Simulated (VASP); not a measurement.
Here is a VASP 6.6.1 calculation.

INCAR

```
SYSTEM = HfB2
PREC = Accurate
ENCUT = 520
EDIFF = 1E-8
ISMEAR = 1
SIGMA = 0.2
LREAL = .False.
LASPH = .True.
NELM = 80
ALGO = Normal
ISIF = 2
LWAVE = .False.
LCHARG = .False.
GGA = PE
IBRION = 8
NSW = 1
```

Contents of KPOINTS:

```
Automatic mesh
0
Gamma
  12 12 10
  0 0 0
```

The input POSCAR:

```
HfB2
1.0
    3.1453441695      0.0000000000      0.0000000000
   -1.5726720848      2.7239479545      0.0000000000
    0.0000000000      0.0000000000      3.4869450722
Hf B
1 2
Direct
    0.0000000000      0.0000000000      0.0000000000
    0.3333333333      0.6666666667      0.5000000000
    0.6666666667      0.3333333333      0.5000000000
```

Potentials or basis: VASP PAW PBE potentials, release 64 (Hf_pv, B).

The run is started by

```bash
$ cat potpaw_PBE.64/Hf_pv/POTCAR potpaw_PBE.64/B/POTCAR > POTCAR
$ mpirun -np 1 vasp_std > vasp.out
```

(1) Predict the highest phonon frequency at Γ.

Answers

(1) 793 cm⁻¹.
